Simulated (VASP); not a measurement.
A run of VASP 6.6.1:

The input INCAR:

```
PREC = Accurate
ENCUT = 400
EDIFF = 1E-8
ISMEAR = -1
SIGMA = 0.01
LREAL = False
LASPH = True
NELM = 120
ALGO = Normal
ISIF = 2
LWAVE = False
LCHARG = False
GGA = PE
LEFG = True
NBANDS = 8
GGA_COMPAT = False
```

The input KPOINTS:

```
regular mesh
0
Gamma
  13 13 7
```

POSCAR

```
H
1.0
    2.0349512728      0.0000000000      0.0000000000
   -1.0174756365      1.7623194977      0.0000000000
    0.0000000000      0.0000000000      3.2690515894
H
2
Direct
    0.3333333333      0.6666666667      0.2500000000
    0.6666666667      0.3333333333      0.7500000000
```

Potentials or basis: VASP PAW PBE potentials, release 64 (H).

The run is started by

```console
$ cat potpaw_PBE.64/H/POTCAR > POTCAR
$ mpirun -np 1 vasp_std > vasp.out
```

Hardware: 1 thread of Intel(R) Xeon(R) Platinum 8488C (Sapphire Rapids), with other jobs on the host.

Q: Estimate the wall time of this run.

A: Wall time 3.6 s on 1 thread of Intel(R) Xeon(R) Platinum 8488C (Sapphire Rapids) (shared host), peak memory 0.11 GiB. Counts: scf iterations 12, k points 84.
